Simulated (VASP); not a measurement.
# NdScSb2 (P4/mmm) in VASP: a series of runs

The runs below take NdScSb2 through relaxation of cell and atoms, single point, with PBE.

Program: VASP 6.6.1. These are calculated values, not measurements. Logs are shortened: lines on timing, memory, paths and dates and some standing lists are left out, and cuts for length are marked.

## Step 1: The cell of the first run

It takes space group P4/mmm (No. 123, tetragonal). Conventional cell: a = 4.034 Å, b = 4.034 Å, c = 5.381 Å, α = 90.00°, β = 90.00°, γ = 90.00°. Within 3.5 Å of Nd (site symmetry 4/mmm) lie 6 Sb at 2.69 to 2.85 Å. Sc (site symmetry 4/mmm) has 6 Sb at 2.69 to 2.85 Å within 3.5 Å. Within 3.5 Å of Sb (site symmetry 4/mmm) lie 2 Nd at 2.69 Å and 4 Sc at 2.85 Å. Sb (site symmetry 4/mmm) has 2 Sc at 2.69 Å and 4 Nd at 2.85 Å within 3.5 Å.

The cell was generated, and may not be a known phase.

## Step 2: Relaxation of cell and atoms, PBE

INCAR

```
SYSTEM = NdScSb2
PREC     = Accurate       ! precision mode
ENCUT    = 500            ! plane-wave cutoff, eV
EDIFF    = 1E-7           ! SCF threshold, eV
ISMEAR   = 0              ! smearing method
SIGMA    = 0.1            ! smearing width, eV
LREAL    = .False.        ! projectors in reciprocal space
LASPH    = .True.         ! aspherical terms in the spheres
NELM     = 200            ! most SCF steps
ALGO     = Normal         ! electronic algorithm
ISIF     = 3              ! what is computed and relaxed
LWAVE    = .False.        ! write WAVECAR
LCHARG   = .False.        ! write CHGCAR
GGA      = PE             ! functional
IBRION   = 2              ! ionic algorithm
NSW      = 90             ! ionic steps
EDIFFG   = -0.04          ! ionic threshold
GGA_COMPAT= .False.      
NELMIN   = 4            
LMAXMIX  = 6              ! l up to which the mixer works
```

KPOINTS

```
regular mesh
0
Gamma
  4 4 4
  0 0 0
```

POSCAR

```
NdScSb2
1.0
    4.0343318700      0.0000000000      0.0000000000
    0.0000000000      4.0343318700      0.0000000000
    0.0000000000      0.0000000000      5.3812250000
Nd Sc Sb
1 1 2
Direct
    0.0000000000      0.0000000000      0.0000000000
    0.5000000000      0.5000000000      0.5000000000
    0.0000000000      0.0000000000      0.5000000000
    0.5000000000      0.5000000000      0.0000000000
```

Potentials or basis: VASP PAW PBE potentials, release 64 (Nd_3, Sc_sv, Sb), 4f in core.

Run with:

```
> cat potpaw_PBE.64/Nd_3/POTCAR potpaw_PBE.64/Sc_sv/POTCAR potpaw_PBE.64/Sb/POTCAR > POTCAR
> mpirun -np 1 vasp_std > vasp.out
```

OUTCAR:

```text
SYSTEM = NdScSb2
   PREC = Accurate
   ENCUT = 500
   EDIFF = 1E-7
   ISMEAR = 0
   LREAL = .False.
   LASPH = .True.
   NELM = 200
   ISIF = 3
   GGA = PE
   IBRION = 2
   NSW = 90
   EDIFFG = -0.04
   NELMIN = 4

 ion  position               nearest neighbor table
   1  0.000  0.000  0.000-   3 2.69   3 2.69   4 2.85   4 2.85   4 2.85   4 2.85
   2  0.500  0.500  0.500-   4 2.69   4 2.69   3 2.85   3 2.85   3 2.85   3 2.85
   3  0.000  0.000  0.500-   1 2.69   1 2.69   2 2.85   2 2.85   2 2.85   2 2.85
   4  0.500  0.500  0.000-   2 2.69   2 2.69   1 2.85   1 2.85   1 2.85   1 2.85

  LATTYP: Found a simple tetragonal cell.
 ALAT       =     4.0343318700
 C/A-ratio  =     1.3338577919

  Lattice vectors:

 A1 = (   4.0343318700,   0.0000000000,   0.0000000000)
 A2 = (   0.0000000000,   4.0343318700,   0.0000000000)
 A3 = (   0.0000000000,   0.0000000000,   5.3812250000)

Analysis of symmetry for initial positions (statically):
=====================================================================
 Subroutine PRICEL returns:
 Original cell was already a primitive cell.

 Routine SETGRP: Setting up the symmetry group for a
 simple tetragonal supercell.

 Subroutine GETGRP returns: Found 16 space group operations
 (whereof 16 operations were pure point group operations)
 out of a pool of 16 trial point group operations.

The static configuration has the point symmetry D_4h.

Analysis of symmetry for dynamics (positions and initial velocities):
=====================================================================
 Subroutine PRICEL returns:
 Original cell was already a primitive cell.

 Routine SETGRP: Setting up the symmetry group for a
 simple tetragonal supercell.

 Subroutine GETGRP returns: Found 16 space group operations
 (whereof 16 operations were pure point group operations)
 out of a pool of 16 trial point group operations.

The dynamic configuration has the point symmetry D_4h.

 Subroutine INISYM returns: Found 16 space group operations
 (whereof 16 operations are pure point group operations),
 and found     1 'primitive' translations

----------------------------------------------------------------------------------------

                                     Primitive cell

  volume of cell :      87.5839

  direct lattice vectors                    reciprocal lattice vectors
     4.034331870  0.000000000  0.000000000     0.247872518  0.000000000  0.000000000
     0.000000000  4.034331870  0.000000000     0.000000000  0.247872518  0.000000000
     0.000000000  0.000000000  5.381225000     0.000000000  0.000000000  0.185831293

  length of vectors
     4.034331870  4.034331870  5.381225000     0.247872518  0.247872518  0.185831293

  position of ions in fractional coordinates (direct lattice)
     0.000000000  0.000000000  0.000000000
     0.500000000  0.500000000  0.500000000
     0.000000000  0.000000000  0.500000000
     0.500000000  0.500000000  0.000000000

  ion indices of the primitive-cell ions
   primitive index   ion index
                 1           1
                 2           2
                 3           3
                 4           4

----------------------------------------------------------------------------------------

 KPOINTS: regular mesh

Automatic generation of k-mesh.
 Grid dimensions read from file:
 generate k-points for:    4    4    4

 Generating k-lattice:

  Cartesian coordinates                     Fractional coordinates (reciprocal lattice)
     0.061968130  0.000000000  0.000000000     0.250000000  0.000000000  0.000000000
     0.000000000  0.061968130  0.000000000     0.000000000  0.250000000  0.000000000
     0.000000000  0.000000000  0.046457823     0.000000000  0.000000000  0.250000000

  Length of vectors
     0.061968130  0.061968130  0.046457823

  Shift w.r.t. Gamma in fractional coordinates (k-lattice)
     0.000000000  0.000000000  0.000000000

 Subroutine IBZKPT returns following result:
 ===========================================

 Found     18 irreducible k-points:

 Following reciprocal coordinates:
            Coordinates               Weight
  0.000000  0.000000  0.000000      1.000000
  0.250000  0.000000  0.000000      4.000000
  0.500000  0.000000  0.000000      2.000000
  0.250000  0.250000  0.000000      4.000000
  0.500000  0.250000  0.000000      4.000000
  0.500000  0.500000  0.000000      1.000000
[... 10 lines left out ...]
  0.500000  0.250000  0.500000      4.000000
  0.500000  0.500000  0.500000      1.000000
   k-points           NKPTS =     18   k-points in BZ     NKDIM =     18   number of bands    NBANDS=     20
   number of dos      NEDOS =    301   number of ions     NIONS =      4
   total plane-waves  NPLWV =  36000
   dimension x,y,z NGX =    30 NGY =   30 NGZ =   40
   dimension x,y,z NGXF=    60 NGYF=   60 NGZF=   80
   ions per type =               1   1   2
   NGX,Y,Z   is equivalent  to a cutoff of  12.36, 12.36, 12.36 a.u.
   NGXF,Y,Z  is equivalent  to a cutoff of  24.72, 24.72, 24.71 a.u.
 SYSTEM =  NdScSb2
   PREC   = accura    normal or accurate (medium, high low for compatibility)
   ISTART =      0    job   : 0-new  1-cont  2-samecut
   ICHARG =      2    charge: 1-file 2-atom 10-const
   ISPIN  =      1    spin polarized calculation?
   LNONCOLLINEAR =      F non collinear calculations
   LSORBIT =      F    spin-orbit coupling
   LASPH  =      T    aspherical Exc in radial PAW
   ENCUT  =  500.0 eV  36.75 Ry    6.06 a.u.   7.36  7.36  9.81*2*pi/ulx,y,z
   NELM   =    200;   NELMIN=  4; NELMDL= -5     # of ELM steps
   EDIFF  = 0.1E-06   stopping-criterion for ELM
   LREAL  =      F    real-space projection
   EDIFFG = -.4E-01   stopping-criterion for IOM
   NSW    =     90    number of steps for IOM
   IBRION =      2    ionic relax: 0-MD 1-quasi-New 2-CG
   NFREE  =      1    steps in history (QN), initial steepest desc. (CG)
   ISIF   =      3    stress and relaxation
   ISYM   =      2    0-nonsym 1-usesym 2-fastsym
   POTIM  = 0.5000    time-step for ionic-motion
   TEBEG  =    0.0;   TEEND  =   0.0 temperature during run
   PSTRESS=    0.0 pullay stress
   NELECT =      32.0000    total number of electrons
   NUPDOWN=      -1.0000    fix difference up-down
   EMIN   =  10.00;   EMAX   =-10.00  energy-range for DOS
   EFERMI =   0.00;   METHOD = LEGACY
   ISMEAR =     0;   SIGMA  =   0.10  broadening in eV -4-tet -1-fermi 0-gaus
   EFERMI_NEDOS =   21; number of points for ismear=-14 and -15
   IALGO  =     38    algorithm
   IMIX   =      4    mixing-type and parameters
     AMIX     =   0.40;   BMIX     =  1.00
     AMIX_MAG =   1.60;   BMIX_MAG =  1.00
  volume/ion in A,a.u.               =      21.90       147.76
  Fermi-wavevector in a.u.,A,eV,Ry     =   1.170353  2.211646 18.636240  1.369725
  Thomas-Fermi vector in A             =   2.306812
   LORBIT       =      0    0 simple, 1 ext, 2 COOP (PROOUT), +10 PAW based schemes
   GGA     = PE    functional components
   LHFCALC =     F    Hartree Fock is set to
   AEXX    =    0.0000 exact exchange contribution
   IVDW    =     0    specifies the selected vdW correction
   LEPSILON=     F    determine dielectric tensor
   LRPA    =     F    only Hartree local field effects (RPA)
 conjugate gradient relaxation of ions
 non-spin polarized calculation
 Gauss-broadening in eV      SIGMA  =   0.10
  energy-cutoff  :      500.00
  volume of cell :       87.58
 maximum number of plane-waves:      2260
 NGX is ok and might be reduce to    30
   NGX = 15   NGY = 15   NGZ = 19

--------------------------------------- Ionic step        1  -------------------------------------------

 number of electron      32.0000002 magnetization

 Free energy of the ion-electron system (eV)
  ---------------------------------------------------
  ext. energy  EPLUGINS =         0.00000000
  ---------------------------------------------------
  free energy    TOTEN  =       -20.67113397 eV

  energy without entropy =      -20.66614893  energy(sigma->0) =      -20.66864145

 E-fermi :   7.8778     XC(G=0): -11.0054

 val. band max:        7.8358676433   @ k =   0.0000   0.0000   0.2500
 cond. band min:       7.9770147875   @ k =   0.5000   0.5000   0.0000
 fundamental gap:      0.1411471442
 Fermi energy:         7.8778105945

 k-point     1 :       0.0000    0.0000    0.0000
  band No.  band energies     occupation
      1     -41.3400      2.00000
      2     -29.1119      2.00000
      3     -20.0514      2.00000
      4     -20.0514      2.00000
      5     -20.0257      2.00000
      6     -10.8999      2.00000
[... 12 lines left out ...]
     19       9.3487      0.00000
[... 425 lines left out ...]
  energy  without entropy=      -20.6661489345  energy(sigma->0) =      -20.66864145

--------------------------------------- Ionic step        2  -------------------------------------------

 number of electron      31.9999992 magnetization

 E-fermi :   3.2562     XC(G=0):  -8.5844

 val. band max:        3.2402082387   @ k =   0.0000   0.0000   0.2500
 cond. band min:       3.4192464466   @ k =   0.0000   0.0000   0.5000
 fundamental gap:      0.1790382078
 Fermi energy:         3.2561535443

 k-point     1 :       0.0000    0.0000    0.0000
  band No.  band energies     occupation
      1     -47.8627      2.00000
      2     -35.4889      2.00000
      3     -26.4733      2.00000
      4     -26.4089      2.00000
      5     -26.4089      2.00000
      6     -16.5618      2.00000
[... 12 lines left out ...]
     19       3.8897      0.00000
[... 615 lines left out ...]
  energy  without entropy=      -23.1513102186  energy(sigma->0) =      -23.15412595

--------------------------------------- Ionic step        8  -------------------------------------------

 number of electron      31.9999998 magnetization

 Free energy of the ion-electron system (eV)
  ---------------------------------------------------
  ext. energy  EPLUGINS =         0.00000000
  ---------------------------------------------------
  free energy    TOTEN  =       -23.15735950 eV

  energy without entropy =      -23.15189844  energy(sigma->0) =      -23.15462897

 E-fermi :   5.1123     XC(G=0):  -9.6684

 val. band max:        5.0767270667   @ k =   0.0000   0.0000   0.5000
 cond. band min:       5.1631300158   @ k =   0.0000   0.0000   0.2500
 fundamental gap:      0.0864029491
 Fermi energy:         5.1122877100

 k-point     1 :       0.0000    0.0000    0.0000
  band No.  band energies     occupation
      1     -45.2388      2.00000
      2     -32.6412      2.00000
      3     -23.8386      2.00000
      4     -23.8386      2.00000
      5     -23.8266      2.00000
      6     -13.8827      2.00000
[... 12 lines left out ...]
     19       5.9738      0.00000
[... 421 lines left out ...]
  FREE ENERGIE OF THE ION-ELECTRON SYSTEM (eV)
  ---------------------------------------------------
  free  energy   TOTEN  =       -23.1573594998 eV

  energy  without entropy=      -23.1518984378  energy(sigma->0) =      -23.15462897

 reached required accuracy - stopping structural energy minimisation
```

It took 5.1 min on 1 thread of AMD EPYC 7R43 (Zen 3), shared host; peak memory 0.17 GiB.

What came out:

| Property | Result |
| --- | --- |
| Free energy | -23.1574 eV |
| Relaxed volume | 29.50 Å³/atom |
| Relaxed cell | a = 4.372 Å, b = 4.372 Å, c = 6.174 Å, α = 90.00°, β = 90.00°, γ = 90.00° |
| Space group after relaxing (to 0.1 Å) | P4/mmm (No. 123) |
| Energy gained by relaxing | 621.6 meV/atom |
| Ionic steps | 8 |
| Pressure after relaxing | -0.1 GPa |
| Band gap on the k mesh | zero (bands 16 and 17 overlap by 1.26 eV) |

The path:
| step | energy change (eV) | largest force (eV/Å) | pressure (GPa) | volume (Å³) |
| --- | --- | --- | --- | --- |
| 1 | 0.0000 | 0.0000 | 31.62 | 87.58 |
| 2 | -1.1752 | 0.0000 | -8.89 | 153.94 |
| 3 | -2.4850 | 0.0000 | -0.29 | 118.44 |
| 4 | -2.4858 | 0.0000 | 0.04 | 117.76 |
| 5 | -2.4852 | 0.0000 | 0.37 | 117.10 |
| 6 | -2.4858 | 0.0000 | 0.26 | 117.33 |
| 7 | -2.4858 | 0.0000 | 0.26 | 117.33 |
| 8 | -2.4862 | 0.0000 | -0.08 | 118.01 |

Final structure:
```
Nd Sc Sb
1.0
     4.37196    0.00000    0.00000
     0.00000    4.37196    0.00000
     0.00000    0.00000    6.17403
Nd Sc Sb
1 1 2
Cartesian
  4.3720 0.0000 0.0000
  2.1860 2.1860 3.0870
  0.0000 4.3720 3.0870
  2.1860 2.1860 0.0000
```

Caveat: the k points lie up to 0.36 Å⁻¹ apart in the final cell, too coarse for converged energies and pressures of a metal; the volume moved by over 15 % at a fixed basis, so the end points are rough; spin-orbit coupling is left out, which moves the levels of the heavy elements; the 4f electrons are frozen in the core, so they carry no moment and show no levels. Spin polarisation is off, so any magnetic state and its effect on volume and gap are missing.

## Step 3: Single point, PBE, collinear spin

This run uses another cell than the first one, of 29.32 Å³/atom.

INCAR

```
SYSTEM = NdScSb2
PREC = Accurate
ENCUT = 500
EDIFF = 1E-6
ISMEAR = 0
SIGMA = 0.1
LREAL = .False.
LASPH = .True.
NELM = 200
ALGO = Normal
ISIF = 2
LWAVE = .False.
LCHARG = .False.
ISPIN = 2
MAGMOM = 0 1 0 0
LORBIT = 11
LMAXMIX = 6
GGA = PE
NBANDS = 28
GGA_COMPAT = .False.
```

KPOINTS

```
Automatic mesh
0
Gamma
  4 4 4
  0 0 0
```

POSCAR

```
NdScSb2
1.0
    4.3597165012      0.0000000000      0.0000000000
    0.0000000000      4.3597165012      0.0000000000
    0.0000000000      0.0000000000      6.1700886069
Nd Sc Sb
1 1 2
Direct
    0.0000000000      0.0000000000      0.0000000000
    0.5000000000      0.5000000000      0.5000000000
    0.0000000000      0.0000000000      0.5000000000
    0.5000000000      0.5000000000      0.0000000000
```

Potentials or basis: VASP PAW PBE potentials, release 64 (Nd_3, Sc_sv, Sb), 4f in core.

Run with:

```
> cat potpaw_PBE.64/Nd_3/POTCAR potpaw_PBE.64/Sc_sv/POTCAR potpaw_PBE.64/Sb/POTCAR > POTCAR
> mpirun -np 1 vasp_std > vasp.out
```

It took 2.2 min on 1 thread of AMD EPYC 7R43 (Zen 3), shared host; peak memory 0.26 GiB.

The run converged. Its results:

* Free energy: -23.1621 eV
* Pressure: 0.3 GPa
* Band gap on the k mesh: zero (filled and empty bands overlap)
* Net moment: 0.00 μB per cell
* Valence electrons inside the program's atomic spheres: Nd 8.87; Sc 9.20; Sb 2.54, 2.57

Stress tensor (GPa, compression positive):
```
0.40 0.00 0.00
0.00 0.40 0.00
0.00 0.00 0.12
```

Levels at points of the mesh, in eV from the Fermi level:
Spin up:
```csv
k point,band 14,band 15,band 16,band 17,band 18,band 19
"(0.00, 0.00, 0.00)",-0.51,0.79,0.79,0.81,0.87,0.87
"(0.50, 0.00, 0.00)",-1.89,-1.36,-1.35,1.30,1.63,1.79
"(0.50, 0.50, 0.00)",-0.48,-0.48,-0.47,-0.47,-0.10,1.46
"(0.00, 0.00, 0.50)",-0.71,-0.24,-0.24,-0.05,0.17,1.12
"(0.50, 0.00, 0.50)",-1.98,-1.55,-1.51,1.67,1.69,1.89
"(0.50, 0.50, 0.50)",-2.09,-1.74,-1.74,1.59,1.59,1.60
```
Spin down:
```csv
k point,band 13,band 14,band 15,band 16,band 17,band 18,band 19,band 20
"(0.00, 0.00, 0.00)",-0.64,-0.51,0.79,0.79,0.81,0.87,0.87,0.90
"(0.50, 0.00, 0.00)",-2.33,-1.89,-1.36,-1.35,1.30,1.64,1.79,2.25
"(0.50, 0.50, 0.00)",-1.09,-0.48,-0.48,-0.47,-0.47,-0.10,1.46,1.83
"(0.00, 0.00, 0.50)",-0.71,-0.71,-0.24,-0.24,-0.05,0.17,1.12,2.09
"(0.50, 0.00, 0.50)",-2.02,-1.98,-1.55,-1.51,1.67,1.69,1.89,2.70
"(0.50, 0.50, 0.50)",-2.25,-2.09,-1.74,-1.74,1.59,1.59,1.60,1.90
```

Caveat: the k points lie up to 0.36 Å⁻¹ apart, too coarse for converged energies and pressures of a metal; the magnetic or orbital state may not be the lowest; the moments typed at the start vanished in this run; spin-orbit coupling is left out, which moves the levels of the heavy elements; the 4f electrons are frozen in the core, so they carry no moment and show no levels.

## Step 4: Single point, PBE

This run uses another cell than the first one, of 29.38 Å³/atom.

INCAR

```
SYSTEM = NdScSb2
ALGO     = Normal         ! electronic algorithm
EDIFF    = 1E-6           ! SCF threshold, eV
ENCUT    = 500            ! plane-wave cutoff, eV
GGA      = PE             ! functional
GGA_COMPAT= .FALSE.      
ISIF     = 2              ! what is computed and relaxed
ISMEAR   = 0              ! smearing method
LASPH    = .TRUE.         ! aspherical terms in the spheres
LCHARG   = .FALSE.        ! write CHGCAR
LMAXMIX  = 6              ! l up to which the mixer works
LREAL    = .FALSE.        ! projectors in reciprocal space
LWAVE    = .FALSE.        ! write WAVECAR
NBANDS   = 24             ! bands
NELM     = 200            ! most SCF steps
PREC     = Accurate       ! precision mode
SIGMA    = 0.1            ! smearing width, eV
```

KPOINTS

```
k-points
0
G
  10 10 8
  0 0 0
```

POSCAR

```
NdScSb2
1.0
    4.3653554131      0.0000000000      0.0000000000
    0.0000000000      4.3653554131      0.0000000000
    0.0000000000      0.0000000000      6.1677768142
Nd Sc Sb
1 1 2
Direct
    0.0000000000      0.0000000000      0.0000000000
    0.5000000000      0.5000000000      0.5000000000
    0.0000000000      0.0000000000      0.5000000000
    0.5000000000      0.5000000000      0.0000000000
```

Run with:

```
> cat potpaw_PBE.64/Nd_3/POTCAR potpaw_PBE.64/Sc_sv/POTCAR potpaw_PBE.64/Sb/POTCAR > POTCAR
> mpirun -np 1 vasp_std > vasp.out
```

It took 6.4 min on 1 thread of AMD EPYC 7R43 (Zen 3), shared host; peak memory 0.39 GiB.

The run converged. Its results:

```yaml
Free_energy: -23.1682 eV
Pressure: 0.2 GPa
Band_gap_on_the_k_mesh: zero (bands 16 and 17 overlap by 1.26 eV)
```

Levels at points of the mesh, in eV from the Fermi level:
| k point | band 14 | band 15 | band 16 | band 17 | band 18 | band 19 |
| --- | --- | --- | --- | --- | --- | --- |
| (0.00, 0.00, 0.00) | -0.55 | 0.74 | 0.74 | 0.76 | 0.82 | 0.82 |
| (0.50, 0.00, 0.00) | -1.93 | -1.41 | -1.40 | 1.25 | 1.58 | 1.73 |
| (0.50, 0.50, 0.00) | -0.53 | -0.53 | -0.52 | -0.52 | -0.16 | 1.40 |
| (0.00, 0.00, 0.50) | -0.77 | -0.28 | -0.28 | -0.09 | 0.12 | 1.06 |
| (0.50, 0.00, 0.50) | -2.02 | -1.61 | -1.55 | 1.60 | 1.64 | 1.83 |
| (0.50, 0.50, 0.50) | -2.15 | -1.78 | -1.78 | 1.54 | 1.55 | 1.55 |

Caveat: spin-orbit coupling is left out, which moves the levels of the heavy elements; the 4f electrons are frozen in the core, so they carry no moment and show no levels.

(Continued in part 2 of 2.)

The gap in the log of VASP goes by the Fermi energy; the results here count the filled bands.